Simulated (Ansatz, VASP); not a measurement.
One calculation of InP, two programs

Contents of INCAR:

```
PREC = Accurate
ENCUT = 520
EDIFF = 1E-8
ISMEAR = -1
SIGMA = 0.03
LREAL = False
LASPH = True
NELM = 60
ALGO = Normal
ISIF = 2
LWAVE = False
LCHARG = False
GGA = PE
LEFG = True
NBANDS = 16
```

The input KPOINTS:

```
regular mesh
0
Gamma
  11 11 11
```

File POSCAR:

```
InP
1.0
   -0.0571000000      2.8264500000      2.8264500000
    2.8264500000     -0.0571000000      2.8264500000
    2.8264500000      2.8264500000     -0.0571000000
In P
1 1
Direct
    0.0000000000      0.0000000000      0.0000000000
    0.5000000000      0.5000000000      0.5000000000
```

Input for Ansatz:

```yaml
crystal:
  lattice:
    - [-0.0571, 2.82645, 2.82645]
    - [2.82645, -0.0571, 2.82645]
    - [2.82645, 2.82645, -0.0571]
  atoms:
    - { symbol: In, position: [0.0, 0.0, 0.0] }
    - { symbol: P, position: [0.5, 0.5, 0.5] }
kpoints:
  mp_grid: { grid: [11, 11, 11] }
scf:
  occupations: { method: fermi_dirac, width: 0.03 }
hamiltonian:
  xc: pbe
  pseudopotentials: { kind: paw }
output:
  forces: true
  stress: true
  eigenvalues: true
  efg: { contact_densities: true }
```

Change from the starting cell: equal xy, yz and zx shear strains of -2 %, PAW files.

Alike in both runs: task electric field gradients; functional PBE; k mesh 11 × 11 × 11; occupations fermi-dirac, width 0.03 eV; no spin polarisation.

|  | VASP | Ansatz |
| --- | --- | --- |
| version | VASP 6.6.1 | Ansatz 0.2.0 |
| potentials or method | VASP PAW PBE potentials, release 64 (In_d, P) | PAW with Ansatz's default frozen-core files, scalar-relativistic |
| plane-wave cutoff (eV) | 520 | 420 |
| valence electrons in the cell | 18 | 18 |

|  | VASP | Ansatz | Ansatz less VASP |
| --- | --- | --- | --- |
| pressure (GPa) | -5.4 | -5.3 | +0.02 |
| traceless stress, the component that is largest in VASP (GPa) | 0.55 | 0.55 | +0.001 |
| size of Vzz on the site where it differs most (V/Å²) | 8.0 | 9.1 | +1.12 |
